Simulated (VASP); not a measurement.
# Ca3SiSe (P3m1) in VASP: a series of runs, part 2 of 2

VASP 6.6.1. Earlier steps stand in the parts before.

### Step 4. Relaxation of cell and atoms, PBE

INCAR

```
SYSTEM = Ca3SiSe
ALGO = Normal
EDIFF = 1E-7
EDIFFG = -0.04
ENCUT = 600
GGA = PE
IBRION = 2
ISIF = 3
ISMEAR = 0
LASPH = .TRUE.
LCHARG = .FALSE.
LREAL = .FALSE.
LWAVE = .FALSE.
NELM = 100
NSW = 90
PREC = Accurate
SIGMA = 0.1
```

KPOINTS

```
k-points
0
G
  6 6 4
  0 0 0
```

POSCAR

```
Ca3SiSe
1.0
    4.7132107400      0.0000000000      0.0000000000
   -2.3566053700      4.0817602400      0.0000000000
    0.0000000000      0.0000000000      7.4374623500
Ca Si Se
3 1 1
Direct
    0.0000000000      0.0000000000      0.0044930000
    0.3333333300      0.6666666700      0.3649359900
    0.6666666700      0.3333333300      0.6258559800
    0.3333333300      0.6666666700      0.7796450300
    0.6666666700      0.3333333300      0.2250700000
```

Potentials or basis: VASP PAW PBE potentials, release 64 (Ca_sv, Si, Se).

Command:

```console
> cat potpaw_PBE.64/Ca_sv/POTCAR potpaw_PBE.64/Si/POTCAR potpaw_PBE.64/Se/POTCAR > POTCAR
> mpirun -np 1 vasp_std > vasp.out
```

OUTCAR:

```text
SYSTEM = Ca3SiSe
   EDIFF = 1E-7
   EDIFFG = -0.04
   ENCUT = 600
   GGA = PE
   IBRION = 2
   ISIF = 3
   ISMEAR = 0
   LASPH = .TRUE.
   LREAL = .FALSE.
   NELM = 100
   NSW = 90
   PREC = Accurate

 ion  position               nearest neighbor table
   1  0.000  0.000  0.004-
   2  0.333  0.667  0.365-   5 2.91   5 2.91   5 2.91   4 3.08
   3  0.667  0.333  0.626-   4 2.95   4 2.95   4 2.95   5 2.98
   4  0.333  0.667  0.780-   3 2.95   3 2.95   3 2.95   2 3.08
   5  0.667  0.333  0.225-   2 2.91   2 2.91   2 2.91   3 2.98

  LATTYP: Found a hexagonal cell.
 ALAT       =     4.7132107400
 C/A-ratio  =     1.5780033528

  Lattice vectors:

 A1 = (   4.7132107400,   0.0000000000,   0.0000000000)
 A2 = (  -2.3566053700,   4.0817602400,   0.0000000000)
 A3 = (   0.0000000000,   0.0000000000,   7.4374623500)

Analysis of symmetry for initial positions (statically):
=====================================================================
 Subroutine PRICEL returns:
 Original cell was already a primitive cell.

 Routine SETGRP: Setting up the symmetry group for a
 hexagonal supercell.

 Subroutine GETGRP returns: Found  6 space group operations
[... 173 lines left out ...]

------------------------ aborting loop because EDIFF is reached ----------------------------------------

  FORCE on cell =-STRESS in cart. coord.  units (eV):
  Direction    XX          YY          ZZ          XY          YZ          ZX
  --------------------------------------------------------------------------------------
  -------------------------------------------------------------------------------------
  Total        1.5375748      1.5375748     -0.8574046      0.0000000     -0.0000000      0.0000000
  in kB       17.2170092     17.2170092     -9.6007969      0.0000000     -0.0000000      0.0000000
  external PRESSURE =       8.2777405 kB  Pullay stress =       0.0000000 kB
[... 98 lines left out ...]
  FREE ENERGIE OF THE ION-ELECTRON SYSTEM (eV)
  ---------------------------------------------------
  free  energy   TOTEN  =       -19.2632886168 eV

  energy  without entropy=      -19.2632875626  energy(sigma->0) =      -19.26328809

[... ionic steps 4 to 18 ...]

--------------------------------------- Ionic step       19  -------------------------------------------

 number of electron      40.0000000 magnetization

------------------------ aborting loop because EDIFF is reached ----------------------------------------
[... 73 lines left out ...]
--------------------------------------- Ionic step       21  -------------------------------------------

 number of electron      40.0000000 magnetization

 Free energy of the ion-electron system (eV)
  ---------------------------------------------------
  ext. energy  EPLUGINS =         0.00000000
  ---------------------------------------------------
  free energy    TOTEN  =       -19.38438204 eV

  energy without entropy =      -19.38438198  energy(sigma->0) =      -19.38438201

 E-fermi :   3.4963     XC(G=0):  -8.6775

 val. band max:        3.1885672919   @ k =   0.0000   0.0000   0.0000
 cond. band min:       3.8150224375   @ k =   0.3333   0.3333   0.0000
 fundamental gap:      0.6264551456
 Fermi energy:         3.4962876670

 k-point     1 :       0.0000    0.0000    0.0000
  band No.  band energies     occupation
      1     -38.2156      2.00000
      2     -38.0721      2.00000
      3     -37.4327      2.00000
      4     -19.2940      2.00000
      5     -19.2940      2.00000
      6     -19.1916      2.00000
[... 669 lines left out ...]
  FREE ENERGIE OF THE ION-ELECTRON SYSTEM (eV)
  ---------------------------------------------------
  free  energy   TOTEN  =       -19.3843820417 eV

  energy  without entropy=      -19.3843819799  energy(sigma->0) =      -19.38438201

 reached required accuracy - stopping structural energy minimisation
```

CONTCAR:

```text
Ca3SiSe
   1.00000000000000
     5.0376405612031991    0.0000000000000001    0.0000000000000000
    -2.5188202806015996    4.3627247080845892    0.0000000000000000
    -0.0000000000000000   -0.0000000000000000    6.5131285198046838
  Ca              Si              Se
     3     1     1
Direct
     0.0000000000000000    0.0000000000000000    0.9672503544499369
     0.3333333300000021    0.6666666699999979    0.3220323109133885
     0.6666666699999979    0.3333333300000021    0.6857397879864281
     0.3333333300000021    0.6666666699999979    0.7924741022975774
     0.6666666699999979    0.3333333300000021    0.2325034443526623

  0.00000000E+00  0.00000000E+00  0.00000000E+00
  0.00000000E+00  0.00000000E+00  0.00000000E+00
  0.00000000E+00  0.00000000E+00  0.00000000E+00
  0.00000000E+00  0.00000000E+00  0.00000000E+00
  0.00000000E+00  0.00000000E+00  0.00000000E+00
```

Wall time 12 min (1 thread of Intel Xeon 6975P-C (Granite Rapids), shared host); peak memory 0.38 GiB.

What came out:

```yaml
Free_energy: -19.3844 eV
Relaxed_volume: 28.63 Å³/atom
Relaxed_cell: a = 5.038 Å, b = 5.038 Å, c = 6.513 Å, α = 90.00°, β = 90.00°, γ = 120.00°
Space_group_after_relaxing_to_0.05_Å: P3m1 (No. 156)
Energy_gained_by_relaxing: 112.1 meV/atom
Ionic_steps: 21
Pressure_after_relaxing: 0.0 GPa
Largest_force_after_relaxing: 0.038 eV/Å
Band_gap_on_the_k_mesh: 0.63 eV, indirect (least direct gap 0.67 eV)
```

Forces on the atoms (eV/Å):
```
Ca   0.000  0.000 -0.017
Ca   0.000  0.000 -0.004
Ca   0.000  0.000  0.038
Si   0.000  0.000 -0.015
Se   0.000  0.000 -0.003
```

The path:
```
step  energy change (eV)  largest force (eV/Å)  pressure (GPa)  volume (Å³)
   1              0.0000                1.5113            0.83       143.08
   2             -0.2155                1.1470            0.06       146.14
   3             -0.4392                0.3934           -1.53       153.78
   4             -0.5042                0.3748            0.53       145.75
   5             -0.5044                0.3762            0.41       146.14
   6             -0.5209                0.2236            0.23       146.91
   7             -0.5302                0.1333           -0.01       148.14
   8             -0.5379                0.0563           -0.15       148.33
   9             -0.5413                0.0636           -0.28       148.53
  10             -0.5426                0.1426            0.31       145.94
  11             -0.5433                0.1063            0.09       146.88
  12             -0.5463                0.0812            0.10       146.45
  13             -0.5511                0.0409            0.16       145.14
  14             -0.5535                0.0416           -0.04       145.48
  15             -0.5549                0.0425           -0.36       146.03
  16             -0.5563                0.0358           -0.34       145.65
  17             -0.5586                0.0706           -0.25       144.57
  18             -0.5588                0.0906           -0.20       144.04
  19             -0.5598                0.0705           -0.03       143.40
  20             -0.5600                0.0583            0.08       143.01
  21             -0.5603                0.0384            0.04       143.14
```

Final structure:
```xyz
5
Lattice="5.0376 0.0000 0.0000 -2.5188 4.3627 0.0000 0.0000 0.0000 6.5131" Properties=species:S:1:pos:R:3 pbc="T T T"
Ca    0.0000    0.0000    6.2998
Ca    0.0000    2.9085    2.0974
Ca    2.5188    1.4542    4.4663
Si    0.0000    2.9085    5.1615
Se    2.5188    1.4542    1.5143
```

A k mesh can miss the band edges.

### Step 5. Overview

```csv
task,cell,cutoff (eV),gap on the mesh (eV),pressure (GPa),largest force (eV/Å)
single point,"a = 4.713, b = 4.713, c = 7.437 Å, angles 90.0, 90.0, 120.0°, 5 atoms",520,0.12,0.8,1.51
single point,"a = 5.051, b = 5.051, c = 6.457 Å, angles 90.0, 90.0, 120.0°, 5 atoms",520,0.59,0.1,0.03
relaxation of cell and atoms,"relaxed from a = 4.713, b = 4.713, c = 7.437 Å, angles 90.0, 90.0, 120.0°, 5 atoms",600,0.63,0.0,0.04
```

Alike in all rows: level PBE; potentials or basis VASP PAW PBE potentials, release 64 (Ca_sv, Si, Se); no spin polarisation; k mesh 6 × 6 × 4; smearing gaussian 0.1 eV.

Caveats: forces of over 1 eV/Å act on the atoms, so gaps and moduli don't describe the material at rest (some runs).

Absolute energies hang on the potentials; compare differences alone.
